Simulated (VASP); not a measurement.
Here is a VASP 6.6.1 calculation.

Contents of POSCAR:

```
YTe
1.0
    0.0000000000      3.0836280621      3.0836280621
    3.0836280621      0.0000000000      3.0836280621
    3.0836280621      3.0836280621      0.0000000000
Y Te
1 1
Direct
    0.0000000000      0.0000000000      0.0000000000
    0.5000000000      0.5000000000      0.5000000000
```

The input INCAR.step1:

```
SYSTEM = YTe
ALGO = Normal ; EDIFF = 1E-4
ENCUT = 520 ; GGA = PE
ISMEAR = -1 ; LASPH = .True.
LCHARG = .False. ; LREAL = .False.
LWAVE = .True. ; NBANDS = 16
NELM = 60 ; PREC = Accurate
SIGMA = 0.05
```

The input INCAR.step2:

```
SYSTEM = YTe
ALGO = Normal ; EDIFF = 1E-6
ENCUT = 520 ; ISIF = 2
ISMEAR = -1 ; ISTART = 1
LASPH = .True. ; LCHARG = .False.
LMIXTAU = .True. ; LREAL = .False.
LWAVE = .False. ; METAGGA = R2SCAN
NBANDS = 16 ; NELM = 60
PREC = Accurate ; SIGMA = 0.05
```

File KPOINTS:

```
k-points
0
Gamma
  5 5 5
  0 0 0
```

Potentials or basis: VASP PAW PBE potentials, release 64 (Y_sv, Te).

Command:

```sh
$ cat potpaw_PBE.64/Y_sv/POTCAR potpaw_PBE.64/Te/POTCAR > POTCAR
$ cp INCAR.step1 INCAR
$ mpirun -np 1 vasp_std > vasp.out
$ cp INCAR.step2 INCAR
$ mpirun -np 1 vasp_std > vasp.out
```

Question: Estimate the pressure.

Answer: 0.0 GPa.

Caveat: the PAW data sets were made with another functional, which shifts forces and pressure a little.
